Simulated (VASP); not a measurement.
A run of VASP 6.6.1:

The input INCAR:

```
ALGO = Fast
EDIFF = 1E-6
ENCUT = 520
GGA = PS
ISIF = 2
ISMEAR = 0
LASPH = T
LCHARG = T
LELF = T
LREAL = F
LVHAR = T
LWAVE = F
NBANDS = 18
NELM = 80
PREC = Accurate
SIGMA = 0.1
```

The input KPOINTS:

```
k-points
0
Gamma
  16 16 16
```

The input POSCAR:

```
Ta
1.0
    3.0836531616      0.0000000000      0.0000000000
    0.0000000000      3.3684333773      0.0000000000
    0.0000000000      0.0000000000      3.3684333773
Ta
2
Direct
    0.0000000000      0.0000000000      0.0000000000
    0.5000000000      0.5000000000      0.5000000000
```

Potentials or basis: VASP PAW PBE potentials, release 64 (Ta_pv).

Command:

```console
$ cat potpaw_PBE.64/Ta_pv/POTCAR > POTCAR
$ mpirun -np 1 vasp_std > vasp.out
```

Hardware: 1 thread of AMD EPYC 7571, on a shared host.

Q: How long does it take, and how much memory?

A: Wall time 8.6 min on 1 thread of AMD EPYC 7571, on a shared host, peak memory 0.28 GiB. Counts: scf iterations 13, k points 405.
